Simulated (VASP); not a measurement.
Crystal: Li3SI.

```
I S Li
1.0
     4.73437    0.00000    0.00000
     0.00000    4.73437    0.00000
     0.00000    0.00000    4.73437
I S Li
1 1 3
Direct
  0.00000 0.00000 0.00000
  0.50000 0.50000 0.50000
  0.50000 0.50000 0.00000
  0.50000 0.00000 0.50000
  0.00000 0.50000 0.50000
```

Base run:

| Property | Result |
| --- | --- |
| Program | VASP 6.6.1 |
| Functional | PBE |
| Potentials or basis | VASP PAW PBE potentials, release 64 (I, S, Li_sv) |
| Cutoff | 520 eV |
| k mesh | 6 × 6 × 6 |
| Occupations | gaussian, width 0.01 eV |
| Spin | no spin polarisation |

Its results: band gap on the k mesh 3.51 eV, direct.

Q: The run is repeated on the same cell with these changes: functional from PBE to r2SCAN; k mesh from 6 × 6 × 6 to 4 × 4 × 4. What comes out?

A: Band gap on the k mesh 4.06 eV, direct.

Several settings changed at once, so the effect can't be laid on one alone.

Caveats: spin-orbit coupling is left out, which moves the levels of the heavy elements.

A k mesh can miss the band edges.
